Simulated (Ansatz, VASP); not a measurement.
TiO2: VASP beside Ansatz

```
Ti O
1.0
    -1.90900    1.90900    4.88756
     1.90900   -1.90900    4.88756
     1.90900    1.90900   -4.88756
Ti O
2 4
Cartesian
  0.0000 0.0000 0.0000
  0.0000 1.9090 2.4438
  0.0000 1.9090 4.4506
  0.0000 0.0000 2.0068
  0.0000 1.9090 0.4370
  0.0000 0.0000 7.7683
```

Alike in both runs: functional PBE; k mesh 8 × 8 × 8; occupations gaussian, width 0.02 eV; no spin polarisation; Hubbard terms Ti d U = 4.0 eV.

Ansatz relaxed the structure, and its values are those at the end. VASP's run is a single point on that final structure, the one shown.

|  | VASP | Ansatz |
| --- | --- | --- |
| version | VASP 6.6.1 | Ansatz 0.2.0 |
| potentials or method | VASP PAW PBE potentials, release 64 (Ti_sv, O), cutoff 520 eV | scalar-relativistic, plane waves, PAW |
| valence electrons in the cell | 48 | 48 |

|  | VASP | Ansatz | Ansatz less VASP |
| --- | --- | --- | --- |
| gap on the k mesh at the Fermi level (eV) | 2.68 | 2.65 | -0.039 |
| least direct gap on the mesh (eV) | 2.95 | 2.91 | -0.041 |
| pressure (GPa) | 4.2 | 0.0 | -4.21 |
| rms of the force components (eV/Å) | 0.071 | 0.000 | -0.0706 |

The programs project onto different local orbitals, so the same U acts differently, and such runs can settle in different states.
